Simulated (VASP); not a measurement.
## HfO2: single point with b88 exchange, pbe correlation

HfO2:

```
Hf O
1.0
     5.15742    0.00000   -0.01595
     0.00000    5.20923    0.00000
    -0.88152    0.00000    5.27381
Hf O
4 8
Direct
  0.27579 0.45712 0.70834
  0.72421 0.95712 0.79166
  0.72421 0.54288 0.29166
  0.27579 0.04288 0.20834
  0.06722 0.17109 0.84820
  0.93278 0.67109 0.65180
  0.93278 0.82891 0.15180
  0.06722 0.32891 0.34820
  0.44916 0.74278 0.97687
  0.55084 0.24278 0.52313
  0.55084 0.25722 0.02313
  0.44916 0.75722 0.47687
```

```json
{
 "Program": "VASP 6.6.1",
 "Task": "single point",
 "Functional": "b88 exchange, pbe correlation",
 "Potentials or basis": "VASP PAW PBE potentials, release 64 (Hf_pv, O)",
 "Cutoff": "600 eV",
 "k mesh": "5 × 5 × 5",
 "Occupations": "fermi-dirac, width 0.05 eV",
 "Spin": "no spin polarisation"
}
```

```yaml
Pressure: -3.3 GPa
Largest_force: 0.084 eV/Å
Band_gap_on_the_k_mesh: 4.05 eV (least direct gap 4.13 eV)
```

Forces on the atoms (eV/Å):
```
Hf  -0.056 -0.021 -0.060
Hf   0.056 -0.021  0.060
Hf   0.056  0.021  0.060
Hf  -0.056  0.021 -0.060
O    0.015 -0.004  0.038
O   -0.015 -0.004 -0.038
O   -0.015  0.004 -0.038
O    0.015  0.004  0.038
O    0.046 -0.003 -0.010
O   -0.046 -0.003  0.010
O   -0.046  0.003  0.010
O    0.046  0.003 -0.010
```

Stress tensor (GPa, compression positive):
```
-3.26  0.00 -0.21
 0.00 -3.28  0.00
-0.21  0.00 -3.27
```

Levels at points of the mesh, in eV from the valence-band top:
```csv
k point,band 41,band 42,band 43,band 44,band 45,band 46,band 47,band 48
"(0.00, 0.00, 0.00)",-0.60,-0.55,-0.24,0.00,4.50,4.95,5.07,5.41
```

It took 6.2 min on 1 thread of Intel(R) Xeon(R) Platinum 8259CL CPU @ 2.50GHz (Skylake/Cascade Lake) (shared host), peak memory 0.45 GiB.

Caveat: the cell stands under tension; the PAW data sets were made with another functional, which shifts forces and pressure a little; spin-orbit coupling is left out, which moves the levels of the heavy elements. A k mesh can miss the band edges.
